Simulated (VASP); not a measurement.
Here is a VASP 6.6.1 calculation.

Contents of INCAR:

```
PREC = Accurate ; ENCUT = 520
EDIFF = 1E-8 ; ISMEAR = 0
SIGMA = 0.01 ; LREAL = F
LASPH = T ; NELM = 60
ALGO = Normal ; ISIF = 2
LWAVE = F ; LCHARG = F
METAGGA = R2SCAN ; LMIXTAU = T
LCALCEPS = T
```

KPOINTS

```
regular mesh
0
Gamma
  8 8 8
```

File POSCAR:

```
MgO
1.0
    0.0000000000      2.1021674155      2.0601240671
    2.1021674155      0.0000000000      2.0601240671
    2.1021674155      2.1021674155      0.0000000000
Mg O
1 1
Direct
    0.0000000000      0.0000000000      0.0000000000
    0.5000000000      0.5000000000      0.5000000000
```

Potentials or basis: VASP PAW PBE potentials, release 64 (Mg, O).

Command:

```console
$ cat potpaw_PBE.64/Mg/POTCAR potpaw_PBE.64/O/POTCAR > POTCAR
$ mpirun -np 1 vasp_std > vasp.out
```

(1) What does it give for the electronic dielectric tensor (diagonal)?

(2) What does it give for the Born charges (mean of the diagonal)?

(3) Predict the band gap on the k mesh.

Answers

(1) 2.92, 2.92, 2.88.

(2) Mg +1.93; O -1.93 e.

(3) 5.85 eV.

Caveat: the cell differs from its parent crystal (uniaxial z strain -2.0%).
